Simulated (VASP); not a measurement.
Crystal: AgCl.

```xyz
2
Lattice="0.0284 2.7732 2.7732 2.7732 0.0284 2.7732 2.8016 2.8016 0.0000" Properties=species:S:1:pos:R:3 pbc="T T T"
Ag    0.0000    0.0000    0.0000
Cl    2.8016    2.8016    2.7732
```

This cell differs from its parent crystal: shear xy strain +2.0%.

Base run:

- Program: VASP 6.6.1
- Functional: PBE
- Potentials or basis: VASP PAW PBE potentials, release 64 (Ag, Cl)
- Cutoff: 520 eV
- k mesh: 8 × 8 × 8
- Occupations: fermi-dirac, width 0.02 eV
- Spin: no spin polarisation

Its results: band gap on the k mesh 0.89 eV, indirect (least direct gap 3.16 eV); pressure 1.5 GPa.

Q: The run is repeated on the same cell with these changes: functional from PBE to r2SCAN; occupations from fermi-dirac, width 0.02 eV to gaussian, width 0.01 eV. What comes out?

A: Band gap on the k mesh 1.40 eV, indirect (least direct gap 3.68 eV); pressure -0.1 GPa.

Caveats: the PAW data sets were made with another functional, which shifts forces and pressure a little (some runs).

A k mesh can miss the band edges.
